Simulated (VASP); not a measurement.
**C: single point with r2SCAN**

C:

```
C
1.0
     1.76751    1.76751    0.00000
    -1.76751    1.76751    0.00000
     0.00000    1.76751    1.76751
C
2
Cartesian
  0.0000 1.7675 0.0000
  0.8838 2.6513 0.8838
```

```yaml
Program: VASP 6.6.1
Task: single point
Functional: r2SCAN
Potentials_or_basis: VASP PAW PBE potentials, release 64 (C)
Cutoff: 520 eV
k_mesh: 12 × 12 × 12
Occupations: gaussian, width 0.01 eV
Spin: no spin polarisation
```

| Quantity | Value |
| --- | --- |
| Pressure | 11.2 GPa |
| Band gap on the k mesh | 4.41 eV (least direct gap 5.91 eV) |

Levels at points of the mesh, in eV from the valence-band top:
```tsv
k point	band 1	band 2	band 3	band 4	band 5	band 6	band 7	band 8	band 9
(0.00, 0.00, 0.00)	-23.07	0.00	0.00	0.00	5.91	5.91	5.91	14.47	20.77
(0.50, 0.00, 0.00)	-16.96	-14.35	-3.05	-3.05	8.99	8.99	9.51	16.96	23.63
(0.50, 0.50, 0.00)	-13.78	-13.78	-6.83	-6.83	5.06	5.06	18.30	18.30	25.16
```

Wall time 29 s on 1 thread of Intel Xeon 8259CL, on a shared host, peak memory 0.12 GiB.

Caveat: the cell stands under pressure; the PAW data sets were made with another functional, which shifts forces and pressure a little. A k mesh can miss the band edges.
